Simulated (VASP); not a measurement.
# Al (Im-3m) in VASP: a series of runs

The runs below take Al through single point, with LDA.

All numbers are computed with VASP 6.6.1; they aren't measurements. Logs are shortened: lines on timing, memory, paths and dates and some standing lists are left out, and cuts for length are marked.

## (1) The cell of the first run

The structure is cubic, space group Im-3m (No. 229). The conventional cell has a = 3.245 Å, b = 3.245 Å, c = 3.245 Å, α = 90.00°, β = 90.00°, γ = 90.00°. Al (site symmetry m-3m) has 14 Al at 2.81 to 3.24 Å within 3.7 Å.

This isn't the form of Al at room conditions, which is fcc.

## (2) Single point, LDA (17.08 Å³/atom)

Contents of INCAR:

```
PREC = Accurate
ENCUT = 520
EDIFF = 1E-6
ISMEAR = 0
SIGMA = 0.15
LREAL = F
LASPH = T
NELM = 60
ALGO = Normal
ISIF = 2
LWAVE = F
LCHARG = T
GGA = CA
LELF = T
LVHAR = T
NBANDS = 8
```

Contents of KPOINTS:

```
Automatic mesh
0
Gamma
  22 22 22
```

Contents of POSCAR:

```
Al
1.0
   -1.6224377767      1.6224377767      1.6224377767
    1.6224377767     -1.6224377767      1.6224377767
    1.6224377767      1.6224377767     -1.6224377767
Al
1
Direct
    0.0000000000      0.0000000000      0.0000000000
```

Potentials or basis: VASP PAW LDA potentials, release 64 (Al).

On the command line:

```
$ cat potpaw_LDA.64/Al/POTCAR > POTCAR
$ mpirun -np 1 vasp_std > vasp.out
```

OUTCAR:

```text
PREC = Accurate
   ENCUT = 520
   EDIFF = 1E-6
   ISMEAR = 0
   LREAL = F
   LASPH = T
   NELM = 60
   ISIF = 2
   GGA = CA

 ion  position               nearest neighbor table
   1  0.000  0.000  0.000-

  LATTYP: Found a body centered cubic cell.
 ALAT       =     3.2448755534

  Lattice vectors:

 A1 = (  -1.6224377767,   1.6224377767,   1.6224377767)
 A2 = (   1.6224377767,  -1.6224377767,   1.6224377767)
 A3 = (   1.6224377767,   1.6224377767,  -1.6224377767)

Analysis of symmetry for initial positions (statically):
=====================================================================
 Subroutine PRICEL returns:
 Original cell was already a primitive cell.

 Routine SETGRP: Setting up the symmetry group for a
 body centered cubic supercell.

 Subroutine GETGRP returns: Found 48 space group operations
 (whereof 48 operations were pure point group operations)
 out of a pool of 48 trial point group operations.

The static configuration has the point symmetry O_h .

Analysis of symmetry for dynamics (positions and initial velocities):
=====================================================================
 Subroutine PRICEL returns:
 Original cell was already a primitive cell.

 Routine SETGRP: Setting up the symmetry group for a
 body centered cubic supercell.

 Subroutine GETGRP returns: Found 48 space group operations
 (whereof 48 operations were pure point group operations)
 out of a pool of 48 trial point group operations.

The dynamic configuration has the point symmetry O_h .

 Subroutine INISYM returns: Found 48 space group operations
 (whereof 48 operations are pure point group operations),
 and found     1 'primitive' translations

----------------------------------------------------------------------------------------

                                     Primitive cell

  volume of cell :      17.0830

  direct lattice vectors                    reciprocal lattice vectors
    -1.622437777  1.622437777  1.622437777     0.000000000  0.308178229  0.308178229
     1.622437777 -1.622437777  1.622437777     0.308178229  0.000000000  0.308178229
     1.622437777  1.622437777 -1.622437777     0.308178229  0.308178229  0.000000000

  length of vectors
     2.810144661  2.810144661  2.810144661     0.435829830  0.435829830  0.435829830

  position of ions in fractional coordinates (direct lattice)
     0.000000000  0.000000000  0.000000000

  ion indices of the primitive-cell ions
   primitive index   ion index
                 1           1

----------------------------------------------------------------------------------------

 KPOINTS: Automatic mesh

Automatic generation of k-mesh.
 Grid dimensions read from file:
 generate k-points for:   22   22   22

 Generating k-lattice:

  Cartesian coordinates                     Fractional coordinates (reciprocal lattice)
     0.000000000  0.014008101  0.014008101     0.045454545  0.000000000  0.000000000
     0.014008101  0.000000000  0.014008101     0.000000000  0.045454545  0.000000000
     0.014008101  0.014008101  0.000000000     0.000000000  0.000000000  0.045454545

  Length of vectors
     0.019810447  0.019810447  0.019810447

  Shift w.r.t. Gamma in fractional coordinates (k-lattice)
     0.000000000  0.000000000  0.000000000

 Subroutine IBZKPT returns following result:
 ===========================================

 Found    328 irreducible k-points:

 Following reciprocal coordinates:
            Coordinates               Weight
  0.000000  0.000000  0.000000      1.000000
  0.045455  0.000000  0.000000     12.000000
  0.090909  0.000000  0.000000     12.000000
  0.136364  0.000000  0.000000     12.000000
  0.181818  0.000000  0.000000     12.000000
  0.227273  0.000000  0.000000     12.000000
[... 16 lines left out ...]
  0.090909  0.090909  0.000000     24.000000
  0.136364  0.090909  0.000000     48.000000
 [... further k-points ...]
   k-points           NKPTS =    328   k-points in BZ     NKDIM =    328   number of bands    NBANDS=      8
   number of dos      NEDOS =    301   number of ions     NIONS =      1
   total plane-waves  NPLWV =  13824
   dimension x,y,z NGX =    24 NGY =   24 NGZ =   24
   dimension x,y,z NGXF=    48 NGYF=   48 NGZF=   48
   ions per type =               1
   NGX,Y,Z   is equivalent  to a cutoff of  14.20, 14.20, 14.20 a.u.
   NGXF,Y,Z  is equivalent  to a cutoff of  28.40, 28.40, 28.40 a.u.
 SYSTEM =  unknown system
   PREC   = accura    normal or accurate (medium, high low for compatibility)
   ISTART =      0    job   : 0-new  1-cont  2-samecut
   ICHARG =      2    charge: 1-file 2-atom 10-const
   ISPIN  =      1    spin polarized calculation?
   LNONCOLLINEAR =      F non collinear calculations
   LSORBIT =      F    spin-orbit coupling
   LASPH  =      T    aspherical Exc in radial PAW
   ENCUT  =  520.0 eV  38.22 Ry    6.18 a.u.   5.23  5.23  5.23*2*pi/ulx,y,z
   NELM   =     60;   NELMIN=  2; NELMDL= -5     # of ELM steps
   EDIFF  = 0.1E-05   stopping-criterion for ELM
   LREAL  =      F    real-space projection
   EDIFFG = 0.1E-04   stopping-criterion for IOM
   NSW    =      0    number of steps for IOM
   IBRION =     -1    ionic relax: 0-MD 1-quasi-New 2-CG
   NFREE  =      0    steps in history (QN), initial steepest desc. (CG)
   ISIF   =      2    stress and relaxation
   ISYM   =      2    0-nonsym 1-usesym 2-fastsym
   POTIM  = 0.5000    time-step for ionic-motion
   TEBEG  =    0.0;   TEEND  =   0.0 temperature during run
   PSTRESS=    0.0 pullay stress
   NELECT =       3.0000    total number of electrons
   NUPDOWN=      -1.0000    fix difference up-down
   EMIN   =  10.00;   EMAX   =-10.00  energy-range for DOS
   EFERMI =   0.00;   METHOD = LEGACY
   ISMEAR =     0;   SIGMA  =   0.15  broadening in eV -4-tet -1-fermi 0-gaus
   EFERMI_NEDOS =   21; number of points for ismear=-14 and -15
   IALGO  =     38    algorithm
   IMIX   =      4    mixing-type and parameters
     AMIX     =   0.40;   BMIX     =  1.00
     AMIX_MAG =   1.60;   BMIX_MAG =  1.00
  volume/ion in A,a.u.               =      17.08       115.28
  Fermi-wavevector in a.u.,A,eV,Ry     =   0.916770  1.732445 11.435258  0.840468
  Thomas-Fermi vector in A             =   2.041663
   LORBIT       =      0    0 simple, 1 ext, 2 COOP (PROOUT), +10 PAW based schemes
   GGA     = CA    functional components
   LHFCALC =     F    Hartree Fock is set to
   AEXX    =    0.0000 exact exchange contribution
   IVDW    =     0    specifies the selected vdW correction
   LEPSILON=     F    determine dielectric tensor
   LRPA    =     F    only Hartree local field effects (RPA)
 non-spin polarized calculation
 Gauss-broadening in eV      SIGMA  =   0.15
  energy-cutoff  :      520.00
  volume of cell :       17.08
 maximum number of plane-waves:       474
 NGX is ok and might be reduce to    24
   NGX = 11   NGY = 11   NGZ = 11

 number of electron       3.0000000 magnetization

 Free energy of the ion-electron system (eV)
  ---------------------------------------------------
  ext. energy  EPLUGINS =         0.00000000
  ---------------------------------------------------
  free energy    TOTEN  =        -4.08483759 eV

  energy without entropy =       -4.08029978  energy(sigma->0) =       -4.08256868

 E-fermi :   7.4392     XC(G=0): -10.2192

 val. band max:        7.4258807908   @ k =  -0.4091   0.4091   0.2273
 cond. band min:       7.4416533075   @ k =  -0.4091   0.5000   0.2727
 fundamental gap:      0.0157725168
 Fermi energy:         7.4391942609

 k-point     1 :       0.0000    0.0000    0.0000
  band No.  band energies     occupation
      1      -3.4222      2.00000
      2      20.4267      0.00000
      3      20.4267      0.00000
      4      20.4267      0.00000
      5      21.3678      0.00000
      6      21.3678      0.00000
      7      21.3678      0.00000
      8      23.4560      0.00000

 k-point     2 :       0.0455    0.0000    0.0000
  band No.  band energies     occupation
      1      -3.3642      2.00000
      2      19.5133      0.00000
      3      19.8031      0.00000
      4      20.1884      0.00000
      5      21.1751      0.00000
      6      21.8570      0.00000
      7      22.0879      0.00000
      8      22.8765      0.00000

 k-point     3 :       0.0909    0.0000    0.0000
  band No.  band energies     occupation
      1      -3.1904      2.00000
      2      17.9096      0.00000
      3      18.9560      0.00000
      4      19.6123      0.00000
      5      20.6831      0.00000
      6      21.9339      0.00000
      7      22.6039      0.00000
      8      23.2234      0.00000

 k-point     4 :       0.1364    0.0000    0.0000
  band No.  band energies     occupation
      1      -2.9012      2.00000
      2      16.1134      0.00000
      3      18.1740      0.00000
      4      18.9104      0.00000
      5      20.0610      0.00000
      6      21.2992      0.00000
      7      23.1210      0.00000
      8      23.6088      0.00000

 k-point     5 :       0.1818    0.0000    0.0000
  band No.  band energies     occupation
      1      -2.4972      2.00000
      2      14.2857      0.00000
      3      17.4797      0.00000
      4      18.2051      0.00000
      5      19.4275      0.00000
      6      20.7003      0.00000
      7      23.6962      0.00000
      8      23.8914      0.00000

 k-point     6 :       0.2273    0.0000    0.0000
  band No.  band energies     occupation
      1      -1.9794      2.00000
      2      12.4934      0.00000
      3      16.8776      0.00000
      4      17.5531      0.00000
      5      18.8401      0.00000
      6      20.1565      0.00000
      7      24.2796      0.00000
      8      24.3273      0.00000

 k-point     7 :       0.2727    0.0000    0.0000
  band No.  band energies     occupation
      1      -1.3490      2.00000
      2      10.7659      0.00000
      3      16.3686      0.00000
      4      16.9813      0.00000
      5      18.3249      0.00000
      6      19.6739      0.00000
      7      24.7628      0.00000
      8      25.0281      0.00000

 k-point     8 :       0.3182    0.0000    0.0000
  band No.  band energies     occupation
      1      -0.6075      2.00000
      2       9.1179      0.00000
      3      15.9530      0.00000
      4      16.5032      0.00000
      5      17.8948      0.00000
      6      19.2622      0.00000
      7      25.3320      0.00000
      8      25.8025      0.00000

 k-point     9 :       0.3636    0.0000    0.0000
  band No.  band energies     occupation
      1       0.2436      2.00000
      2       7.5579      0.26315
      3      15.6302      0.00000
      4      16.1263      0.00000
      5      17.5561      0.00000
      6      18.9313      0.00000
      7      25.9733      0.00000
      8      26.6418      0.00000

 k-point    10 :       0.4091    0.0000    0.0000
  band No.  band energies     occupation
      1       1.2018      2.00000
      2       6.0914      2.00000
      3      15.4000      0.00000
      4      15.8548      0.00000
      5      17.3125      0.00000
      6      18.6892      0.00000
      7      26.6555      0.00000
      8      27.5133      0.00000
[... 78 lines left out ...]
 k-point    18 :       0.2727    0.0455    0.0000
  band No.  band energies     occupation
      1      -0.9492      2.00000
      2       9.9703      0.00000
      3      15.4101      0.00000
      4      16.5318      0.00000
      5      18.5870      0.00000
      6      19.9865      0.00000
      7      24.3118      0.00000
      8      26.1435      0.00000

 k-point    19 :       0.3182    0.0455    0.0000
  band No.  band energies     occupation
      1      -0.1530      2.00000
      2       8.3663      0.00000
      3      15.0135      0.00000
      4      16.1327      0.00000
      5      18.1935      0.00000
      6      19.6390      0.00000
      7      24.9771      0.00000
      8      26.8804      0.00000

 k-point    20 :       0.3636    0.0455   -0.0000
  band No.  band energies     occupation
      1       0.7518      2.00000
      2       6.8531      2.00000
      3      14.7142      0.00000
      4      15.8322      0.00000
      5      17.8945      0.00000
      6      19.3682      0.00000
      7      25.7164      0.00000
      8      27.6243      0.00000

 k-point    21 :       0.4091    0.0455    0.0000
  band No.  band energies     occupation
      1       1.7621      2.00000
      2       5.4360      2.00000
      3      14.5139      0.00000
      4      15.6314      0.00000
      5      17.6936      0.00000
      6      19.1832      0.00000
      7      26.4945      0.00000
      8      28.2164      0.00000

 k-point    22 :       0.4545    0.0455    0.0000
  band No.  band energies     occupation
      1       2.8675      2.00000
      2       4.1269      2.00000
      3      14.4135      0.00000
      4      15.5310      0.00000
      5      17.5927      0.00000
      6      19.0894      0.00000
      7      27.1813      0.00000
      8      28.3080      0.00000

 k-point    23 :       0.0909    0.0909    0.0000
  band No.  band energies     occupation
      1      -2.7279      2.00000
      2      16.1795      0.00000
      3      16.2689      0.00000
      4      18.2897      0.00000
      5      20.9517      0.00000
      6      21.3458      0.00000
      7      23.1010      0.00000
      8      23.7104      0.00000

 k-point    24 :       0.1364    0.0909    0.0000
  band No.  band energies     occupation
      1      -2.3244      2.00000
      2      14.4180      0.00000
      3      15.4910      0.00000
      4      17.6214      0.00000
      5      20.5404      0.00000
      6      21.3083      0.00000
      7      23.1784      0.00000
      8      24.4958      0.00000

 [... further k-points ...]

------------------------ aborting loop because EDIFF is reached ----------------------------------------

  FORCE on cell =-STRESS in cart. coord.  units (eV):
  Direction    XX          YY          ZZ          XY          YZ          ZX
  --------------------------------------------------------------------------------------
  -------------------------------------------------------------------------------------
  Total       -0.3679540     -0.3679540     -0.3679540     -0.0000000     -0.0000000      0.0000000
  in kB      -34.5096078    -34.5096078    -34.5096078     -0.0000000     -0.0000000      0.0000000
  external PRESSURE =     -34.5096078 kB  Pullay stress =       0.0000000 kB

 VOLUME and BASIS-vectors are now :
 -----------------------------------------------------------------------------
  energy-cutoff  :      520.00
  volume of cell :       17.08
      direct lattice vectors                 reciprocal lattice vectors
    -1.622437777  1.622437777  1.622437777     0.000000000  0.308178229  0.308178229
     1.622437777 -1.622437777  1.622437777     0.308178229  0.000000000  0.308178229
     1.622437777  1.622437777 -1.622437777     0.308178229  0.308178229  0.000000000

 POSITION                                       TOTAL-FORCE (eV/Angst)
 -----------------------------------------------------------------------------------
      0.00000      0.00000      0.00000        -0.000000      0.000000      0.000000
 -----------------------------------------------------------------------------------
    total drift:                                0.000000      0.000000      0.000000

  FREE ENERGIE OF THE ION-ELECTRON SYSTEM (eV)
  ---------------------------------------------------
  free  energy   TOTEN  =        -4.0848375863 eV

  energy  without entropy=       -4.0802997781  energy(sigma->0) =       -4.08256868
```

Wall time 13 s (1 thread of Intel Xeon Platinum 8488C (Sapphire Rapids), shared host); peak memory 0.15 GiB.

What came out:

| Property | Result |
| --- | --- |
| Free energy | -4.0848 eV |
| Pressure | -3.5 GPa |
| Band gap on the k mesh | zero (an odd number of electrons rules out a gap without spin polarisation) |

Levels at points of the mesh, in eV from the Fermi level:
| k point | band 1 | band 2 | band 3 | band 4 | band 5 | band 6 |
| --- | --- | --- | --- | --- | --- | --- |
| (0.00, 0.00, 0.00) | -10.86 | 12.99 | 12.99 | 12.99 | 13.93 | 13.93 |
| (0.50, 0.00, 0.00) | -4.15 | -3.84 | 7.78 | 8.20 | 9.68 | 11.05 |
| (0.50, 0.50, 0.50) | 1.78 | 1.78 | 1.78 | 3.11 | 3.11 | 4.98 |

Caveat: the cell stands under tension.

## (3) Single point, LDA (17.51 Å³/atom)

This run uses another cell than the first one, of 17.51 Å³/atom.

Contents of INCAR:

```
PREC = Accurate
ENCUT = 520
EDIFF = 1E-7
ISMEAR = 0
SIGMA = 0.15
LREAL = F
LASPH = T
NELM = 100
ALGO = Fast
ISIF = 2
LWAVE = F
LCHARG = F
GGA = CA
NBANDS = 8
```

KPOINTS is that of step 2.

Contents of POSCAR:

```
Al
1.0
   -1.6360003168      1.6360003168      1.6360003168
    1.6360003168     -1.6360003168      1.6360003168
    1.6360003168      1.6360003168     -1.6360003168
Al
1
Direct
    0.0000000000      0.0000000000      0.0000000000
```

Potentials or basis: VASP PAW LDA potentials, release 64 (Al).

On the command line:

```
$ cat potpaw_LDA.64/Al/POTCAR > POTCAR
$ mpirun -np 1 vasp_std > vasp.out
```

Wall time 17 s (1 thread of Intel Xeon Platinum 8488C (Sapphire Rapids), shared host); peak memory 0.15 GiB.

The run converged. Its results:

- Free energy: -4.0736 eV
- Pressure: -4.8 GPa
- Band gap on the k mesh: zero (an odd number of electrons rules out a gap without spin polarisation)

Levels at points of the mesh, in eV from the Fermi level:
| k point | band 1 | band 2 | band 3 | band 4 |
| --- | --- | --- | --- | --- |
| (0.00, 0.00, 0.00) | -10.69 | 12.85 | 12.85 | 12.85 |
| (0.50, 0.00, 0.00) | -4.05 | -3.81 | 7.60 | 8.15 |
| (0.50, 0.50, 0.50) | 1.75 | 1.75 | 1.75 | 3.15 |

Caveat: the cell stands under tension.
